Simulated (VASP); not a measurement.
# Lu (Fd-3m) in VASP: further runs

Lu is run at these levels: LDA; tasks: relaxation of cell and atoms.

Program: VASP 6.6.1. These are calculated values, not measurements. Logs are shortened: lines on timing, memory, paths and dates and some standing lists are left out, and cuts for length are marked.

## Step 1: The cell of the first run

Symmetry: Fd-3m, No. 227, cubic system. The conventional cell has a = 6.740 Å, b = 6.740 Å, c = 6.740 Å, α = 90.00°, β = 90.00°, γ = 90.00°. Lu (site symmetry -43m) has 4 Lu at 2.92 Å within 3.8 Å.

This isn't the form of Lu at room conditions, which is hcp.

## Step 2: Relaxation of cell and atoms, LDA

Input file INCAR:

```
PREC = Accurate
ENCUT = 600
EDIFF = 1E-7
ISMEAR = 0
SIGMA = 0.05
LREAL = False
LASPH = True
NELM = 100
ALGO = Normal
ISIF = 3
LWAVE = False
LCHARG = False
GGA = CA
IBRION = 2
NSW = 80
EDIFFG = -0.01
```

Input file KPOINTS:

```
Automatic mesh
0
Gamma
  5 5 5
```

Input file POSCAR:

```
Lu
1.0
    0.0000000000      3.3700000000      3.3700000000
    3.3700000000      0.0000000000      3.3700000000
    3.3700000000      3.3700000000      0.0000000000
Lu
2
Direct
    0.0000000000      0.0000000000      0.0000000000
    0.2500000000      0.2500000000      0.2500000000
```

Potentials or basis: VASP PAW PBE potentials, release 64 (Lu).

The run is started by

```sh
> cat potpaw_PBE.64/Lu/POTCAR > POTCAR
> mpirun -np 1 vasp_std > vasp.out
```

OUTCAR:

```text
PREC = Accurate
   ENCUT = 600
   EDIFF = 1E-7
   ISMEAR = 0
   LREAL = False
   LASPH = True
   NELM = 100
   ISIF = 3
   GGA = CA
   IBRION = 2
   NSW = 80
   EDIFFG = -0.01

 ion  position               nearest neighbor table
   1  0.000  0.000  0.000-   2 2.92   2 2.92   2 2.92   2 2.92
   2  0.250  0.250  0.250-   1 2.92   1 2.92   1 2.92   1 2.92

  LATTYP: Found a face centered cubic cell.
 ALAT       =     6.7400000000

  Lattice vectors:

 A1 = (   0.0000000000,   3.3700000000,   3.3700000000)
 A2 = (   3.3700000000,   0.0000000000,   3.3700000000)
 A3 = (   3.3700000000,   3.3700000000,   0.0000000000)

Analysis of symmetry for initial positions (statically):
=====================================================================
 Subroutine PRICEL returns:
 Original cell was already a primitive cell.

 Routine SETGRP: Setting up the symmetry group for a
 face centered cubic supercell.

 Subroutine GETGRP returns: Found 48 space group operations
 (whereof 24 operations were pure point group operations)
 out of a pool of 48 trial point group operations.

The static configuration has the point symmetry T_d .
 The point group associated with its full space group is O_h .

Analysis of symmetry for dynamics (positions and initial velocities):
=====================================================================
 Subroutine PRICEL returns:
 Original cell was already a primitive cell.

 Routine SETGRP: Setting up the symmetry group for a
 face centered cubic supercell.

 Subroutine GETGRP returns: Found 48 space group operations
 (whereof 24 operations were pure point group operations)
 out of a pool of 48 trial point group operations.

The dynamic configuration has the point symmetry T_d .
 The point group associated with its full space group is O_h .

 Subroutine INISYM returns: Found 48 space group operations
 (whereof 24 operations are pure point group operations),
 and found     1 'primitive' translations

----------------------------------------------------------------------------------------

                                     Primitive cell

  volume of cell :      76.5455

  direct lattice vectors                    reciprocal lattice vectors
     0.000000000  3.370000000  3.370000000    -0.148367953  0.148367953  0.148367953
     3.370000000  0.000000000  3.370000000     0.148367953 -0.148367953  0.148367953
     3.370000000  3.370000000  0.000000000     0.148367953  0.148367953 -0.148367953

  length of vectors
     4.765899705  4.765899705  4.765899705     0.256980832  0.256980832  0.256980832

  position of ions in fractional coordinates (direct lattice)
     0.000000000  0.000000000  0.000000000
     0.250000000  0.250000000  0.250000000

  ion indices of the primitive-cell ions
   primitive index   ion index
                 1           1
                 2           2

----------------------------------------------------------------------------------------

 KPOINTS: Automatic mesh

Automatic generation of k-mesh.
 Grid dimensions read from file:
 generate k-points for:    5    5    5

 Generating k-lattice:

  Cartesian coordinates                     Fractional coordinates (reciprocal lattice)
    -0.029673591  0.029673591  0.029673591     0.200000000  0.000000000  0.000000000
     0.029673591 -0.029673591  0.029673591     0.000000000  0.200000000  0.000000000
     0.029673591  0.029673591 -0.029673591     0.000000000  0.000000000  0.200000000

  Length of vectors
     0.051396166  0.051396166  0.051396166

  Shift w.r.t. Gamma in fractional coordinates (k-lattice)
     0.000000000  0.000000000  0.000000000

 Subroutine IBZKPT returns following result:
 ===========================================

 Found     10 irreducible k-points:

 Following reciprocal coordinates:
            Coordinates               Weight
  0.000000  0.000000  0.000000      1.000000
  0.200000  0.000000  0.000000      8.000000
  0.400000  0.000000  0.000000      8.000000
  0.200000  0.200000  0.000000      6.000000
  0.400000  0.200000  0.000000     24.000000
 -0.400000  0.200000  0.000000     24.000000
 -0.200000  0.200000  0.000000     12.000000
  0.400000  0.400000  0.000000      6.000000
 -0.400000  0.400000  0.000000     12.000000
 -0.400000  0.400000  0.200000     24.000000
   k-points           NKPTS =     10   k-points in BZ     NKDIM =     10   number of bands    NBANDS=     30
   number of dos      NEDOS =    301   number of ions     NIONS =      2
   total plane-waves  NPLWV =  64000
   dimension x,y,z NGX =    40 NGY =   40 NGZ =   40
   dimension x,y,z NGXF=    80 NGYF=   80 NGZF=   80
   ions per type =               2
   NGX,Y,Z   is equivalent  to a cutoff of  13.95, 13.95, 13.95 a.u.
   NGXF,Y,Z  is equivalent  to a cutoff of  27.91, 27.91, 27.91 a.u.
 SYSTEM =  unknown system
   PREC   = accura    normal or accurate (medium, high low for compatibility)
   ISTART =      0    job   : 0-new  1-cont  2-samecut
   ICHARG =      2    charge: 1-file 2-atom 10-const
   ISPIN  =      1    spin polarized calculation?
   LNONCOLLINEAR =      F non collinear calculations
   LSORBIT =      F    spin-orbit coupling
   LASPH  =      T    aspherical Exc in radial PAW
   ENCUT  =  600.0 eV  44.10 Ry    6.64 a.u.   9.52  9.52  9.52*2*pi/ulx,y,z
   NELM   =    100;   NELMIN=  2; NELMDL= -5     # of ELM steps
   EDIFF  = 0.1E-06   stopping-criterion for ELM
   LREAL  =      F    real-space projection
   EDIFFG = -.1E-01   stopping-criterion for IOM
   NSW    =     80    number of steps for IOM
   IBRION =      2    ionic relax: 0-MD 1-quasi-New 2-CG
   NFREE  =      1    steps in history (QN), initial steepest desc. (CG)
   ISIF   =      3    stress and relaxation
   ISYM   =      2    0-nonsym 1-usesym 2-fastsym
   POTIM  = 0.5000    time-step for ionic-motion
   TEBEG  =    0.0;   TEEND  =   0.0 temperature during run
   PSTRESS=    0.0 pullay stress
   NELECT =      50.0000    total number of electrons
   NUPDOWN=      -1.0000    fix difference up-down
   EMIN   =  10.00;   EMAX   =-10.00  energy-range for DOS
   EFERMI =   0.00;   METHOD = LEGACY
   ISMEAR =     0;   SIGMA  =   0.05  broadening in eV -4-tet -1-fermi 0-gaus
   EFERMI_NEDOS =   21; number of points for ismear=-14 and -15
   IALGO  =     38    algorithm
   IMIX   =      4    mixing-type and parameters
     AMIX     =   0.40;   BMIX     =  1.00
     AMIX_MAG =   1.60;   BMIX_MAG =  1.00
  volume/ion in A,a.u.               =      38.27       258.28
  Fermi-wavevector in a.u.,A,eV,Ry     =   1.420447  2.684255 27.452050  2.017669
  Thomas-Fermi vector in A             =   2.541361
   LORBIT       =      0    0 simple, 1 ext, 2 COOP (PROOUT), +10 PAW based schemes
   GGA     = CA    functional components
   LHFCALC =     F    Hartree Fock is set to
   AEXX    =    0.0000 exact exchange contribution
   IVDW    =     0    specifies the selected vdW correction
   LEPSILON=     F    determine dielectric tensor
   LRPA    =     F    only Hartree local field effects (RPA)
 conjugate gradient relaxation of ions
 non-spin polarized calculation
 Gauss-broadening in eV      SIGMA  =   0.05
  energy-cutoff  :      600.00
  volume of cell :       76.55
 maximum number of plane-waves:      2637
 NGX is ok and might be reduce to    40
   NGX = 19   NGY = 19   NGZ = 19

--------------------------------------- Ionic step        1  -------------------------------------------

 number of electron      49.9999990 magnetization

 Free energy of the ion-electron system (eV)
  ---------------------------------------------------
  ext. energy  EPLUGINS =         0.00000000
  ---------------------------------------------------
  free energy    TOTEN  =        -6.07284212 eV

  energy without entropy =       -6.06349304  energy(sigma->0) =       -6.06816758

------------------------ aborting loop because EDIFF is reached ----------------------------------------

  FORCE on cell =-STRESS in cart. coord.  units (eV):
  Direction    XX          YY          ZZ          XY          YZ          ZX
  --------------------------------------------------------------------------------------
  -------------------------------------------------------------------------------------
  Total        0.4913816      0.4913816      0.4913816      0.0000000     -0.0000000      0.0000000
  in kB       10.2851294     10.2851294     10.2851294      0.0000000     -0.0000000      0.0000000
  external PRESSURE =      10.2851294 kB  Pullay stress =       0.0000000 kB

 VOLUME and BASIS-vectors are now :
 -----------------------------------------------------------------------------
  energy-cutoff  :      600.00
  volume of cell :       76.55
      direct lattice vectors                 reciprocal lattice vectors
     0.000000000  3.370000000  3.370000000    -0.148367953  0.148367953  0.148367953
     3.370000000  0.000000000  3.370000000     0.148367953 -0.148367953  0.148367953
     3.370000000  3.370000000  0.000000000     0.148367953  0.148367953 -0.148367953
[... 145 lines left out ...]
 POSITION                                       TOTAL-FORCE (eV/Angst)
 -----------------------------------------------------------------------------------
      0.00000      0.00000      0.00000        -0.000000     -0.000000     -0.000000
      1.73993      1.73993      1.73993         0.000000      0.000000      0.000000
 -----------------------------------------------------------------------------------
    total drift:                               -0.000000     -0.000000      0.000000

  FREE ENERGIE OF THE ION-ELECTRON SYSTEM (eV)
  ---------------------------------------------------
  free  energy   TOTEN  =        -6.0929792708 eV

  energy  without entropy=       -6.0847600071  energy(sigma->0) =       -6.08886964

--------------------------------------- Ionic step        6  -------------------------------------------

 number of electron      50.0000008 magnetization

 Free energy of the ion-electron system (eV)
  ---------------------------------------------------
  ext. energy  EPLUGINS =         0.00000000
  ---------------------------------------------------
  free energy    TOTEN  =        -6.09303111 eV

  energy without entropy =       -6.08466695  energy(sigma->0) =       -6.08884903

 E-fermi :   0.1723     XC(G=0):  -9.0404

 val. band max:        0.0462529658   @ k =  -0.2000   0.2000   0.0000
 cond. band min:       0.1749056552   @ k =   0.4000   0.2000   0.0000
 fundamental gap:      0.1286526894
 Fermi energy:         0.1722904925

 k-point     1 :       0.0000    0.0000    0.0000
  band No.  band energies     occupation
      1     -56.4927      2.00000
      2     -56.3781      2.00000
      3     -27.5151      2.00000
      4     -27.5151      2.00000
      5     -27.5151      2.00000
      6     -27.0539      2.00000
[... 341 lines left out ...]
 POSITION                                       TOTAL-FORCE (eV/Angst)
 -----------------------------------------------------------------------------------
      6.96892      6.96892      6.96892         0.000000      0.000000      0.000000
      1.74223      1.74223      1.74223        -0.000000     -0.000000     -0.000000
 -----------------------------------------------------------------------------------
    total drift:                               -0.000000     -0.000000      0.000000

  FREE ENERGIE OF THE ION-ELECTRON SYSTEM (eV)
  ---------------------------------------------------
  free  energy   TOTEN  =        -6.0930311108 eV

  energy  without entropy=       -6.0846669512  energy(sigma->0) =       -6.08884903

 reached required accuracy - stopping structural energy minimisation
```

Wall time 2.9 min (1 thread of Intel Xeon 8259CL, shared host); peak memory 0.18 GiB.

Results:

| Quantity | Value |
| --- | --- |
| Free energy | -6.0930 eV |
| Relaxed volume | 42.31 Å³/atom |
| Relaxed cell | a = 4.928 Å, b = 4.928 Å, c = 4.928 Å, α = 60.00°, β = 60.00°, γ = 60.00° |
| Space group after relaxing (to 0.1 Å) | Fd-3m (No. 227) |
| Energy gained by relaxing | 10.1 meV/atom |
| Ionic steps | 6 |
| Pressure after relaxing | 0.0 GPa |
| Band gap on the k mesh | zero (bands 25 and 26 overlap by 1.17 eV) |

Step by step:
```csv
step,energy change (eV),largest force (eV/Å),pressure (GPa),volume (Å³)
1,0.0000,0.0000,1.03,76.55
2,-0.0118,0.0000,0.37,79.30
3,-0.0158,0.0000,0.36,81.35
4,-0.0199,0.0000,-0.14,85.55
5,-0.0201,0.0000,0.05,84.28
6,-0.0202,0.0000,0.00,84.61
```

Final structure:
```cif
data_structure
_symmetry_space_group_name_H-M 'P 1'
_symmetry_Int_Tables_number 1
_cell_length_a 4.9278
_cell_length_b 4.9278
_cell_length_c 4.9278
_cell_angle_alpha 60.000
_cell_angle_beta 60.000
_cell_angle_gamma 60.000
_cell_volume 84.61
loop_
_atom_site_label
_atom_site_type_symbol
_atom_site_fract_x
_atom_site_fract_y
_atom_site_fract_z
_atom_site_occupancy
Lu1 Lu 0.00000 0.00000 0.00000 1
Lu2 Lu 0.25000 0.25000 0.25000 1
```

Caveat: the PAW data sets were made with another functional, which shifts forces and pressure a little; spin-orbit coupling is left out, which moves the levels of the heavy elements.

[end of part 1 of 2]

The gap in the log of VASP goes by the Fermi energy; the results here count the filled bands.